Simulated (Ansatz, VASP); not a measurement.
## One calculation of C, two programs

```
CELL_PARAMETERS angstrom
2.69700 0.00000 0.00000
-1.34850 2.33567 0.00000
0.00000 0.00000 12.58450
ATOMIC_POSITIONS crystal
C 0.00000 0.00000 0.18686
C 0.00000 0.00000 0.68686
C 0.00000 0.00000 0.31314
C 0.00000 0.00000 0.81314
C 0.33333 0.66667 0.52077
C 0.66667 0.33333 0.02077
C 0.33333 0.66667 0.97923
C 0.66667 0.33333 0.47923
C 0.33333 0.66667 0.64510
C 0.66667 0.33333 0.14510
C 0.33333 0.66667 0.85490
C 0.66667 0.33333 0.35490
```

Alike in both runs: task single point; functional PBE; k mesh 12 × 12 × 2; occupations gaussian, width 0.05 eV; no spin polarisation.

|  | VASP | Ansatz |
| --- | --- | --- |
| version | VASP 6.6.1 | Ansatz 0.2.0 |
| potentials or method | VASP PAW PBE potentials, release 64 (C), cutoff 520 eV | scalar-relativistic, plane waves, PAW |
| valence electrons in the cell | 48 | 48 |

|  | VASP | Ansatz | Ansatz less VASP |
| --- | --- | --- | --- |
| gap on the k mesh at the Fermi level (eV) | 3.58 | 3.58 | +0.007 |
| least direct gap on the mesh (eV) | 4.45 | 4.45 | +0.005 |
| rms of the force components (eV/Å) | 0.064 | 0.070 | +0.0058 |

Atom by atom the forces differ by 0.007 eV/Å (rms over components).
